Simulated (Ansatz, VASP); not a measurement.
This is a calculation of Au for Ansatz 0.2.0.

The input input.yaml:

```yaml
crystal:
  lattice:
    - [2.8805363263, 0.0, 0.0]
    - [-1.4402681631, 2.4946176351, 0.0]
    - [0.0, 0.0, 4.8472473353]
  atoms:
    - { symbol: Au, position: [0.6666666667, 0.3333333333, 0.25] }
    - { symbol: Au, position: [0.3333333333, 0.6666666667, 0.75] }
hamiltonian:
  xc: r2scan
  pseudopotentials: { kind: paw }
kpoints:
  mp_grid: { grid: [11, 11, 6] }
scf:
  occupations: { method: fermi_dirac, width: 0.05 }
output:
  forces: true
  stress: true
  eigenvalues: true
```

Potentials or basis: Ansatz PAW.

The run is started by

```sh
$ ansatz run input.yaml --threads 2 --pin off --max-ram 5632MiB --backend cpu --events-out ev --progress --plain --runs-dir out
```

Translate it to VASP 6.6.1. Potentials there: VASP PAW PBE potentials, release 64 (Au).

As run (the cutoff follows the program's own potentials):

Contents of POSCAR:

```
Au
1.0
    2.8805363263      0.0000000000      0.0000000000
   -1.4402681631      2.4946176351      0.0000000000
    0.0000000000      0.0000000000      4.8472473353
Au
2
Direct
    0.6666666667      0.3333333333      0.2500000000
    0.3333333333      0.6666666667      0.7500000000
```

The input INCAR.step1:

```
PREC     = Accurate       # precision mode
ENCUT    = 520            # plane-wave cutoff, eV
ISMEAR   = -1             # smearing method
SIGMA    = 0.05           # smearing width, eV
LREAL    = False          # projectors in reciprocal space
LASPH    = True           # aspherical terms in the spheres
NELM     = 60             # most SCF steps
NBANDS   = 18             # bands
GGA      = PE             # functional
ALGO     = Normal         # electronic algorithm
EDIFF    = 1E-4           # SCF threshold, eV
LWAVE    = True           # write WAVECAR
LCHARG   = False          # write CHGCAR
```

INCAR.step2

```
PREC     = Accurate       # precision mode
ENCUT    = 520            # plane-wave cutoff, eV
EDIFF    = 1E-7           # SCF threshold, eV
ISMEAR   = -1             # smearing method
SIGMA    = 0.05           # smearing width, eV
LREAL    = False          # projectors in reciprocal space
LASPH    = True           # aspherical terms in the spheres
NELM     = 60             # most SCF steps
ALGO     = Normal         # electronic algorithm
ISIF     = 2              # what is computed and relaxed
LWAVE    = False          # write WAVECAR
LCHARG   = False          # write CHGCAR
METAGGA  = R2SCAN         # meta-GGA
LMIXTAU  = True         
NBANDS   = 18             # bands
ISTART   = 1
```

Contents of KPOINTS:

```
regular mesh
0
Gamma
  11 11 6
```

Potentials or basis: VASP PAW PBE potentials, release 64 (Au).

Command:

```sh
$ cat potpaw_PBE.64/Au/POTCAR > POTCAR
$ cp INCAR.step1 INCAR
$ mpirun -np 1 vasp_std > vasp.out
$ cp INCAR.step2 INCAR
$ mpirun -np 1 vasp_std > vasp.out
```

Both were run:

|  | VASP | Ansatz | Ansatz less VASP |
| --- | --- | --- | --- |
| gap on the k mesh at the Fermi level (eV) | none | none | - |
| pressure (GPa) | 1.7 | 1.4 | -0.29 |
| traceless stress, the component that is largest in VASP (GPa) | -0.45 | -0.41 | +0.040 |

VASP's potentials were made for PBE, not for r2SCAN. A gap of «none» marks a metal or a gap that the smearing closes. VASP's potentials hold 22 valence electrons a cell and Ansatz's 38, so a difference there can come from the potentials and not from the codes.

Neither program's run includes spin-orbit coupling.
